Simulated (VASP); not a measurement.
A run of VASP 6.6.1 is set up as follows.

The input INCAR:

```
PREC = Accurate
ENCUT = 520
EDIFF = 1E-7
ISMEAR = 0
SIGMA = 0.01
LREAL = F
LASPH = T
NELM = 60
ALGO = Normal
ISIF = 2
LWAVE = F
LCHARG = F
NBANDS = 33
```

File KPOINTS:

```
Automatic mesh
0
Gamma
  8 8 8
```

Contents of POSCAR:

```
TiO2
1.0
   -1.9412672932      1.9412672932      4.8809211427
    1.9412672932     -1.9412672932      4.8809211427
    1.9412672932      1.9412672932     -4.8809211427
Ti O
2 4
Direct
    0.0000000000      0.0000000000      0.0000000000
    0.7500000000      0.2500000000      0.5000000000
    0.2081000000      0.2081000000      0.0000000000
    0.9581000000      0.4581000000      0.5000000000
    0.5419000000      0.0419000000      0.5000000000
    0.7919000000      0.7919000000      0.0000000000
```

Potentials or basis: VASP PAW LDA potentials, release 64 (Ti_sv, O).

Launch:

```console
$ cat potpaw_LDA.64/Ti_sv/POTCAR potpaw_LDA.64/O/POTCAR > POTCAR
$ mpirun -np 1 vasp_std > vasp.out
```

Predict the band gap on the k mesh.

1.87 eV, indirect (least direct gap 2.17 eV).

What does it give for the largest force?

0.497 eV/Å.

Forces on the atoms (eV/Å):
```
Ti   0.000  0.000  0.000
Ti   0.000  0.000  0.000
O    0.000  0.000 -0.497
O    0.000  0.000 -0.497
O    0.000  0.000  0.497
O    0.000  0.000  0.497
```

A k mesh can miss the band edges. Expect the measured gap to be larger: semilocal functionals such as LDA lack the derivative discontinuity.
